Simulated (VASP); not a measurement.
# LiNbO3 (R-3c) in VASP: a series of runs

The runs below take LiNbO3 through single point, with PBE.

Everything below comes from runs of VASP 6.6.1. Logs are shortened: lines on timing, memory, paths and dates and some standing lists are left out, and cuts for length are marked.

### Step 1. The cell of the first run

Symmetry: R-3c, No. 167, trigonal system. The conventional cell has a = 5.227 Å, b = 5.227 Å, c = 13.803 Å, α = 90.00°, β = 90.00°, γ = 120.00°. Li (site symmetry 32) has 3 O at 1.99 Å within 2.6 Å. Nb (site symmetry -3) has 6 O at 2.00 Å within 2.6 Å. O (site symmetry 2) has 1 Li at 1.99 Å and 2 Nb at 2.00 Å within 2.6 Å.

### Step 2. Single point, PBE

The input, INCAR:

```
SYSTEM = LiNbO3
PREC = Accurate ; ENCUT = 520
EDIFF = 1E-7 ; ISMEAR = 0
SIGMA = 0.1 ; LREAL = .FALSE.
LASPH = .TRUE. ; NELM = 80
ALGO = Normal ; ISIF = 2
LWAVE = .FALSE. ; LCHARG = .FALSE.
GGA = PE ; NBANDS = 45
```

The input, KPOINTS:

```
Automatic mesh
0
G
  6 6 6
  0 0 0
```

The input, POSCAR:

```
LiNbO3
1.0
    2.6135471228      1.5089321349      4.6008923322
   -2.6135471228      1.5089321349      4.6008923322
    0.0000000000     -3.0178642698      4.6008923322
Li Nb O
2 2 6
Direct
    0.2500000000      0.2500000000      0.2500000000
    0.7500000000      0.7500000000      0.7500000000
    0.5000000000      0.5000000000      0.5000000000
    0.0000000000      0.0000000000      0.0000000000
    0.1310633706      0.3689366294      0.7500000000
    0.3689366294      0.7500000000      0.1310633706
    0.8689366294      0.6310633706      0.2500000000
    0.2500000000      0.8689366294      0.6310633706
    0.6310633706      0.2500000000      0.8689366294
    0.7500000000      0.1310633706      0.3689366294
```

Potentials or basis: VASP PAW PBE potentials, release 64 (Li_sv, Nb_sv, O).

Launch:

```bash
$ cat potpaw_PBE.64/Li_sv/POTCAR potpaw_PBE.64/Nb_sv/POTCAR potpaw_PBE.64/O/POTCAR > POTCAR
$ mpirun -np 1 vasp_std > vasp.out
```

OUTCAR:

```text
SYSTEM = LiNbO3
   PREC = Accurate
   ENCUT = 520
   EDIFF = 1E-7
   ISMEAR = 0
   LREAL = .FALSE.
   LASPH = .TRUE.
   NELM = 80
   ISIF = 2
   GGA = PE

 ion  position               nearest neighbor table
   1  0.250  0.250  0.250-   7 1.99   8 1.99   9 1.99
   2  0.750  0.750  0.750-   5 1.99   6 1.99  10 1.99
   3  0.500  0.500  0.500-   8 2.00  10 2.00   9 2.00   6 2.00   7 2.00   5 2.00
   4  0.000  0.000  0.000-   6 2.00   9 2.00   8 2.00  10 2.00   7 2.00   5 2.00
   5  0.131  0.369  0.750-   2 1.99   3 2.00   4 2.00
   6  0.369  0.750  0.131-   2 1.99   4 2.00   3 2.00
   7  0.869  0.631  0.250-   1 1.99   3 2.00   4 2.00
   8  0.250  0.869  0.631-   1 1.99   3 2.00   4 2.00
   9  0.631  0.250  0.869-   1 1.99   4 2.00   3 2.00
  10  0.750  0.131  0.369-   2 1.99   3 2.00   4 2.00

  LATTYP: Found a trigonal (rhomboedric) cell.
 ALAT       =     5.5023372310
 COS(alpha) =     0.5487717755

  Lattice vectors:

 A1 = (   2.6135471228,   1.5089321349,   4.6008923322)
 A2 = (  -2.6135471228,   1.5089321349,   4.6008923322)
 A3 = (   0.0000000000,  -3.0178642698,   4.6008923322)

Analysis of symmetry for initial positions (statically):
=====================================================================
 Subroutine PRICEL returns:
 Original cell was already a primitive cell.

 Routine SETGRP: Setting up the symmetry group for a
 trigonal (rhombohedral) supercell.

 Subroutine GETGRP returns: Found 12 space group operations
 (whereof  6 operations were pure point group operations)
 out of a pool of 12 trial point group operations.

The static configuration has the point symmetry S_6 .
 The point group associated with its full space group is D_3d.

Analysis of symmetry for dynamics (positions and initial velocities):
=====================================================================
 Subroutine PRICEL returns:
 Original cell was already a primitive cell.

 Routine SETGRP: Setting up the symmetry group for a
 trigonal (rhombohedral) supercell.

 Subroutine GETGRP returns: Found 12 space group operations
 (whereof  6 operations were pure point group operations)
 out of a pool of 12 trial point group operations.

The dynamic configuration has the point symmetry S_6 .
 The point group associated with its full space group is D_3d.

 Subroutine INISYM returns: Found 12 space group operations
 (whereof  6 operations are pure point group operations),
 and found     1 'primitive' translations

----------------------------------------------------------------------------------------

                                     Primitive cell

  volume of cell :     108.8663

  direct lattice vectors                    reciprocal lattice vectors
     2.613547123  1.508932135  4.600892332     0.191310880  0.110453388  0.072449714
    -2.613547123  1.508932135  4.600892332    -0.191310880  0.110453388  0.072449714
     0.000000000 -3.017864270  4.600892332     0.000000000 -0.220906776  0.072449714

  length of vectors
     5.502337231  5.502337231  5.502337231     0.232483902  0.232483902  0.232483902

  position of ions in fractional coordinates (direct lattice)
     0.250000000  0.250000000  0.250000000
     0.750000000  0.750000000  0.750000000
     0.500000000  0.500000000  0.500000000
     0.000000000  0.000000000  0.000000000
     0.131063371  0.368936629  0.750000000
     0.368936629  0.750000000  0.131063371
     0.868936629  0.631063371  0.250000000
     0.250000000  0.868936629  0.631063371
     0.631063371  0.250000000  0.868936629
     0.750000000  0.131063371  0.368936629

  ion indices of the primitive-cell ions
   primitive index   ion index
                 1           1
                 2           2
                 3           3
                 4           4
                 5           5
                 6           6
                 7           7
                 8           8
                 9           9
                10          10

----------------------------------------------------------------------------------------

 KPOINTS: Automatic mesh

Automatic generation of k-mesh.
 Grid dimensions read from file:
 generate k-points for:    6    6    6

 Generating k-lattice:

  Cartesian coordinates                     Fractional coordinates (reciprocal lattice)
     0.031885147  0.018408898  0.012074952     0.166666667  0.000000000  0.000000000
    -0.031885147  0.018408898  0.012074952     0.000000000  0.166666667  0.000000000
     0.000000000 -0.036817796  0.012074952     0.000000000  0.000000000  0.166666667

  Length of vectors
     0.038747317  0.038747317  0.038747317

  Shift w.r.t. Gamma in fractional coordinates (k-lattice)
     0.000000000  0.000000000  0.000000000

 Subroutine IBZKPT returns following result:
 ===========================================

 Found     32 irreducible k-points:

 Following reciprocal coordinates:
            Coordinates               Weight
  0.000000  0.000000  0.000000      1.000000
  0.166667 -0.000000  0.000000      6.000000
  0.333333 -0.000000  0.000000      6.000000
  0.500000  0.000000  0.000000      3.000000
  0.166667  0.166667  0.000000      6.000000
  0.333333  0.166667  0.000000     12.000000
[... 16 lines left out ...]
  0.500000  0.500000  0.166667      6.000000
 -0.333333  0.500000  0.166667     12.000000
 [... further k-points ...]
   k-points           NKPTS =     32   k-points in BZ     NKDIM =     32   number of bands    NBANDS=     45
   number of dos      NEDOS =    301   number of ions     NIONS =     10
   total plane-waves  NPLWV =  74088
   dimension x,y,z NGX =    42 NGY =   42 NGZ =   42
   dimension x,y,z NGXF=    84 NGYF=   84 NGZF=   84
   ions per type =               2   2   6
   NGX,Y,Z   is equivalent  to a cutoff of  12.69, 12.69, 12.69 a.u.
   NGXF,Y,Z  is equivalent  to a cutoff of  25.38, 25.38, 25.38 a.u.
 SYSTEM =  LiNbO3
   PREC   = accura    normal or accurate (medium, high low for compatibility)
   ISTART =      0    job   : 0-new  1-cont  2-samecut
   ICHARG =      2    charge: 1-file 2-atom 10-const
   ISPIN  =      1    spin polarized calculation?
   LNONCOLLINEAR =      F non collinear calculations
   LSORBIT =      F    spin-orbit coupling
   LASPH  =      T    aspherical Exc in radial PAW
   ENCUT  =  520.0 eV  38.22 Ry    6.18 a.u.  10.23 10.23 10.23*2*pi/ulx,y,z
   NELM   =     80;   NELMIN=  2; NELMDL= -5     # of ELM steps
   EDIFF  = 0.1E-06   stopping-criterion for ELM
   LREAL  =      F    real-space projection
   EDIFFG = 0.1E-05   stopping-criterion for IOM
   NSW    =      0    number of steps for IOM
   IBRION =     -1    ionic relax: 0-MD 1-quasi-New 2-CG
   NFREE  =      0    steps in history (QN), initial steepest desc. (CG)
   ISIF   =      2    stress and relaxation
   ISYM   =      2    0-nonsym 1-usesym 2-fastsym
   POTIM  = 0.5000    time-step for ionic-motion
   TEBEG  =    0.0;   TEEND  =   0.0 temperature during run
   PSTRESS=    0.0 pullay stress
   NELECT =      68.0000    total number of electrons
   NUPDOWN=      -1.0000    fix difference up-down
   EMIN   =  10.00;   EMAX   =-10.00  energy-range for DOS
   EFERMI =   0.00;   METHOD = LEGACY
   ISMEAR =     0;   SIGMA  =   0.10  broadening in eV -4-tet -1-fermi 0-gaus
   EFERMI_NEDOS =   21; number of points for ismear=-14 and -15
   IALGO  =     38    algorithm
   IMIX   =      4    mixing-type and parameters
     AMIX     =   0.40;   BMIX     =  1.00
     AMIX_MAG =   1.60;   BMIX_MAG =  1.00
  volume/ion in A,a.u.               =      10.89        73.47
  Fermi-wavevector in a.u.,A,eV,Ry     =   1.399416  2.644512 26.645156  1.958364
  Thomas-Fermi vector in A             =   2.522477
   LORBIT       =      0    0 simple, 1 ext, 2 COOP (PROOUT), +10 PAW based schemes
   GGA     = PE    functional components
   LHFCALC =     F    Hartree Fock is set to
   AEXX    =    0.0000 exact exchange contribution
   IVDW    =     0    specifies the selected vdW correction
   LEPSILON=     F    determine dielectric tensor
   LRPA    =     F    only Hartree local field effects (RPA)
 non-spin polarized calculation
 Gauss-broadening in eV      SIGMA  =   0.10
  energy-cutoff  :      520.00
  volume of cell :      108.87
 maximum number of plane-waves:      2952
 NGX is ok and might be reduce to    42
   NGX = 21   NGY = 21   NGZ = 21

 number of electron      68.0000000 magnetization

 Free energy of the ion-electron system (eV)
  ---------------------------------------------------
  ext. energy  EPLUGINS =         0.00000000
  ---------------------------------------------------
  free energy    TOTEN  =       -79.74635560 eV

  energy without entropy =      -79.74635560  energy(sigma->0) =      -79.74635560

 E-fermi :   4.0075     XC(G=0): -10.6758

 val. band max:        3.5295011697   @ k =  -0.1667   0.1667   0.0000
 cond. band min:       6.0136622278   @ k =   0.5000   0.5000   0.0000
 fundamental gap:      2.4841610581
 Fermi energy:         4.0074724252

 k-point     1 :       0.0000    0.0000    0.0000
  band No.  band energies     occupation
      1     -51.0122      2.00000
      2     -50.9983      2.00000
      3     -39.4306      2.00000
      4     -39.4290      2.00000
      5     -27.2154      2.00000
      6     -27.2154      2.00000
[... 37 lines left out ...]
     44      14.4715      0.00000
     45      14.6601      0.00000

 k-point     2 :       0.1667   -0.0000    0.0000
  band No.  band energies     occupation
      1     -51.0112      2.00000
      2     -50.9992      2.00000
      3     -39.4306      2.00000
      4     -39.4291      2.00000
      5     -27.2058      2.00000
      6     -27.2053      2.00000
[... 37 lines left out ...]
     44      13.9126      0.00000
     45      13.9916      0.00000

 k-point     3 :       0.3333   -0.0000    0.0000
  band No.  band energies     occupation
      1     -51.0087      2.00000
      2     -51.0017      2.00000
      3     -39.4303      2.00000
      4     -39.4294      2.00000
      5     -27.1787      2.00000
      6     -27.1772      2.00000
[... 997 lines left out ...]
     44      13.1813      0.00000
     45      13.4733      0.00000

 k-point    24 :      -0.3333    0.5000    0.1667
  band No.  band energies     occupation
      1     -51.0063      2.00000
      2     -51.0040      2.00000
      3     -39.4300      2.00000
      4     -39.4297      2.00000
      5     -27.2253      2.00000
      6     -27.2214      2.00000
[... 37 lines left out ...]
     44      13.2658      0.00000
     45      13.5611      0.00000

 [... further k-points ...]
[... 5 lines left out ...]
  --------------------------------------------------------------------------------------
  -------------------------------------------------------------------------------------
  Total       -0.3529946     -0.3529946     -0.4061378      0.0000000      0.0000000      0.0000000
  in kB       -5.1949974     -5.1949974     -5.9771012      0.0000000      0.0000000      0.0000000
  external PRESSURE =      -5.4556987 kB  Pullay stress =       0.0000000 kB

 VOLUME and BASIS-vectors are now :
 -----------------------------------------------------------------------------
  energy-cutoff  :      520.00
  volume of cell :      108.87
      direct lattice vectors                 reciprocal lattice vectors
     2.613547123  1.508932135  4.600892332     0.191310880  0.110453388  0.072449714
    -2.613547123  1.508932135  4.600892332    -0.191310880  0.110453388  0.072449714
     0.000000000 -3.017864270  4.600892332     0.000000000 -0.220906776  0.072449714

 POSITION                                       TOTAL-FORCE (eV/Angst)
 -----------------------------------------------------------------------------------
      0.00000      0.00000      3.45067        -0.000000     -0.000000      0.000000
      0.00000      0.00000     10.35201        -0.000000     -0.000000      0.000000
      0.00000      0.00000      6.90134        -0.000000     -0.000000      0.000000
      0.00000      0.00000      0.00000        -0.000000     -0.000000      0.000000
     -0.62169     -1.50893      5.75112         0.005950     -0.000000     -0.000000
     -0.99593      1.29287      5.75112        -0.002975     -0.005153      0.000000
      0.62169      1.50893      8.05156        -0.005950     -0.000000     -0.000000
     -1.61762     -0.21606      8.05156         0.002975     -0.005153      0.000000
      0.99593     -1.29287      8.05156         0.002975      0.005153      0.000000
      1.61762      0.21606      5.75112        -0.002975      0.005153      0.000000
 -----------------------------------------------------------------------------------
    total drift:                                0.000000     -0.000000      0.000000

  FREE ENERGIE OF THE ION-ELECTRON SYSTEM (eV)
  ---------------------------------------------------
  free  energy   TOTEN  =       -79.7463556021 eV

  energy  without entropy=      -79.7463556021  energy(sigma->0) =      -79.74635560
```

Wall time 7.9 min (1 thread of AMD EPYC 7R13, shared host); peak memory 0.29 GiB.

Results:

| Property | Result |
| --- | --- |
| Free energy | -79.7464 eV |
| Largest force | 0.006 eV/Å |
| Band gap on the k mesh | 2.48 eV (least direct gap 2.61 eV) |

Forces on the atoms (eV/Å):
```
Li   0.000  0.000  0.000
Li   0.000  0.000  0.000
Nb   0.000  0.000  0.000
Nb   0.000  0.000  0.000
O    0.006  0.000  0.000
O   -0.003 -0.005  0.000
O   -0.006  0.000  0.000
O    0.003 -0.005  0.000
O    0.003  0.005  0.000
O   -0.003  0.005  0.000
```

Levels at points of the mesh, in eV from the valence-band top:
| k point | band 31 | band 32 | band 33 | band 34 | band 35 | band 36 | band 37 | band 38 |
| --- | --- | --- | --- | --- | --- | --- | --- | --- |
| (0.00, 0.00, 0.00) | -0.24 | -0.21 | -0.21 | -0.08 | 2.53 | 2.53 | 2.70 | 4.61 |
| (0.50, 0.00, 0.00) | -0.28 | -0.28 | -0.23 | -0.23 | 4.07 | 4.07 | 4.12 | 4.12 |
| (0.50, 0.50, 0.00) | -0.98 | -0.42 | -0.31 | -0.26 | 2.48 | 3.58 | 3.92 | 4.30 |
| (0.50, 0.50, 0.50) | -0.30 | -0.30 | -0.30 | -0.30 | 4.13 | 4.13 | 4.38 | 4.38 |

Caveat: the cutoff is under 1.25 times the usual one of these potentials, so pressure, stress and relaxed cells hold a basis-set (Pulay) error.

### Step 3. Single point, PBE

This run uses another cell than the first one, of 11.14 Å³/atom.

The input, INCAR:

```
SYSTEM = LiNbO3
PREC = Accurate
ENCUT = 520
EDIFF = 1E-6
ISMEAR = 0
SIGMA = 0.1
LREAL = .False.
LASPH = .True.
NELM = 60
ALGO = Normal
ISIF = 2
LWAVE = .False.
LCHARG = .False.
GGA = PE
NBANDS = 45
```

The input, KPOINTS:

```
Automatic mesh
0
Gamma
  6 6 6
  0 0 0
```

The input, POSCAR:

```
LiNbO3
1.0
    2.6347188739      1.5211556511      4.6343661322
   -2.6347188739      1.5211556511      4.6343661322
    0.0000000000     -3.0423113022      4.6343661322
Li Nb O
2 2 6
Direct
    0.2500000000      0.2500000000      0.2500000000
    0.7500000000      0.7500000000      0.7500000000
    0.5000000000      0.5000000000      0.5000000000
    0.0000000000      0.0000000000      0.0000000000
    0.1296300000      0.3703700000      0.7500000000
    0.3703700000      0.7500000000      0.1296300000
    0.8703700000      0.6296300000      0.2500000000
    0.2500000000      0.8703700000      0.6296300000
    0.6296300000      0.2500000000      0.8703700000
    0.7500000000      0.1296300000      0.3703700000
```

Potentials or basis: VASP PAW PBE potentials, release 64 (Li_sv, Nb_sv, O).

Launch:

```bash
$ cat potpaw_PBE.64/Li_sv/POTCAR potpaw_PBE.64/Nb_sv/POTCAR potpaw_PBE.64/O/POTCAR > POTCAR
$ mpirun -np 1 vasp_std > vasp.out
```

Run time: 7.4 min. Hardware: 1 thread of AMD EPYC 7R13, shared host; peak memory 0.29 GiB.

It converged, with:

- Free energy: -79.6956 eV
- Largest force: 0.228 eV/Å
- Band gap on the k mesh: 2.40 eV (least direct gap 2.52 eV)

Forces on the atoms (eV/Å):
```
Li   0.000  0.000  0.000
Li   0.000  0.000  0.000
Nb   0.000  0.000  0.000
Nb   0.000  0.000  0.000
O    0.228  0.000  0.000
O   -0.114 -0.197  0.000
O   -0.228  0.000  0.000
O    0.114 -0.197  0.000
O    0.114  0.197  0.000
O   -0.114  0.197  0.000
```

Levels at points of the mesh, in eV from the valence-band top:
```csv
k point,band 31,band 32,band 33,band 34,band 35,band 36,band 37,band 38
"(0.00, 0.00, 0.00)",-0.25,-0.19,-0.19,-0.07,2.45,2.45,2.61,4.41
"(0.50, 0.00, 0.00)",-0.26,-0.26,-0.22,-0.22,3.94,3.94,3.97,3.97
"(0.50, 0.50, 0.00)",-1.02,-0.42,-0.30,-0.26,2.41,3.43,3.76,4.15
"(0.50, 0.50, 0.50)",-0.29,-0.29,-0.29,-0.29,3.99,3.99,4.23,4.23
```

Caveat: the cutoff is under 1.25 times the usual one of these potentials, so pressure, stress and relaxed cells hold a basis-set (Pulay) error. A k mesh can miss the band edges.
